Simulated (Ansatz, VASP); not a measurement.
# Au: VASP beside Ansatz

INCAR

```
SYSTEM = Au
PREC = Accurate
ENCUT = 520
EDIFF = 1E-6
ISMEAR = 0
SIGMA = 0.1
LREAL = .FALSE.
LASPH = .TRUE.
NELM = 100
ALGO = Fast
ISIF = 2
LWAVE = .FALSE.
LCHARG = .FALSE.
LDIPOL = .TRUE.
IDIPOL = 3
DIPOL = 0.5 0.5 0.500
GGA = PE
NBANDS = 48
```

Contents of KPOINTS:

```
regular mesh
0
G
  12 8 1
  0 0 0
```

Contents of POSCAR:

```
Au
1.0
    2.9402155410      0.0000000000      0.0000000000
    0.0000000000      4.1580926944      0.0000000000
    0.0000000000      0.0000000000     30.8206466230
Au
7
Direct
    0.5000000000      0.5000000000      0.3569036086
    0.0000000000      0.0000000000      0.4046024058
    0.5000000000      0.5000000000      0.4523012029
    0.0000000000      0.0000000000      0.5000000000
    0.5000000000      0.5000000000      0.5476987971
    0.0000000000      0.0000000000      0.5953975942
    0.5000000000      0.5000000000      0.6430963914
```

Input for Ansatz:

```yaml
crystal:
  lattice:
    - [2.940215541, 0.0, 0.0]
    - [0.0, 4.1580926944, 0.0]
    - [0.0, 0.0, 30.820646623]
  atoms:
    - { symbol: Au, position: [0.5, 0.5, 0.3569036086] }
    - { symbol: Au, position: [0.0, 0.0, 0.4046024058] }
    - { symbol: Au, position: [0.5, 0.5, 0.4523012029] }
    - { symbol: Au, position: [0.0, 0.0, 0.5] }
    - { symbol: Au, position: [0.5, 0.5, 0.5476987971] }
    - { symbol: Au, position: [0.0, 0.0, 0.5953975942] }
    - { symbol: Au, position: [0.5, 0.5, 0.6430963914] }
basis:
  ecutwfc: 420
kpoints:
  mp_grid: { grid: [12, 8, 1] }
hamiltonian:
  xc: pbe
scf:
  occupations: { method: gaussian, width: 0.1 }
output:
  forces: true
  stress: true
  eigenvalues: true
  write_density: true
  write_potential: true
  elf: true
  volumetric_format: npy
efield:
  axis: 3
  dipole_correction: true
  ramp_width: 0.04
```

Alike in both runs: task single point; functional PBE; k mesh 12 × 8 × 1; occupations gaussian, width 0.1 eV; no spin polarisation.

|  | VASP | Ansatz |
| --- | --- | --- |
| version | VASP 6.6.1 | Ansatz 0.2.0 |
| potentials or method | VASP PAW PBE potentials, release 64 (Au), cutoff 520 eV | scalar-relativistic, plane waves, PAW |
| valence electrons in the cell | 77 | 133 |

VASP gave:

```
gap on the k mesh at the Fermi level (eV) : none
rms of the force components (eV/Å)        : 0.188
```

Task: Which values does Ansatz return?

Result: gap on the k mesh at the Fermi level (eV): none; rms of the force components (eV/Å): 0.187.

Atom by atom the forces differ by 0.003 eV/Å (rms over components). A gap of «none» marks a metal or a gap that the smearing closes. With one functional, cell and mesh, what is left measures potentials, basis and numerics. VASP's potentials hold 77 valence electrons a cell and Ansatz's 133, so a difference there can come from the potentials and not from the codes. Ansatz's warnings: xc potential rough in thin density.

Spin-orbit coupling is off throughout.
